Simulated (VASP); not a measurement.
Wanted: the native input for a VASP 6.6.1 run.

```yaml
Task: single point
Functional: PBE
Potentials_or_basis: VASP PAW PBE potentials, release 64 (Rb_sv, Pt)
Cutoff: 500 eV
k_mesh: 2 × 2 × 2
Occupations: gaussian, width 0.1 eV
Spin: collinear spin, zero start
Starting_moments: "[0.0, 0.0, 0.0, 0.0] μB"
Dipole_correction: no
Further_INCAR_settings: ALGO = Normal; EDIFF = 1e-06; NBANDS = 30
```

The structure of Rb3Pt lies in POSCAR:

```
Rb3Pt
1.0
    5.4987900000      0.0000000000      0.0000000000
    0.0000000000      5.4987900000      0.0000000000
    0.0000000000      0.0000000000      5.4987900000
Rb Pt
3 1
Direct
    0.0000000000      0.0000000000      0.5000000000
    0.0000000000      0.5000000000      0.0000000000
    0.5000000000      0.0000000000      0.0000000000
    0.5000000000      0.5000000000      0.5000000000
```

One way to write it, as run:

INCAR

```
PREC = Accurate
ENCUT = 500
EDIFF = 1E-6
ISMEAR = 0
SIGMA = 0.1
LREAL = False
LASPH = True
NELM = 200
ALGO = Normal
ISIF = 2
LWAVE = False
LCHARG = False
ISPIN = 2
MAGMOM = 0 0 0 0
LORBIT = 11
LMAXMIX = 4
GGA = PE
NBANDS = 30
GGA_COMPAT = False
```

KPOINTS

```
regular mesh
0
Gamma
  2 2 2
```

Potentials or basis: VASP PAW PBE potentials, release 64 (Rb_sv, Pt).

Run with:

```bash
$ cat potpaw_PBE.64/Rb_sv/POTCAR potpaw_PBE.64/Pt/POTCAR > POTCAR
$ mpirun -np 1 vasp_std > vasp.out
```

It gave:

```json
{
  "Pressure": "-0.3 GPa",
  "Net moment": "0.00 μB per cell",
  "Valence electrons inside the program's atomic spheres": "Rb 7.31; Pt 9.05"
}
```

Caveat: the k points lie up to 0.57 Å⁻¹ apart.

Wall time 60 s on 1 thread of Intel(R) Xeon(R) Platinum 8259CL CPU @ 2.50GHz (Skylake/Cascade Lake), with other jobs on the host, peak memory 0.28 GiB.
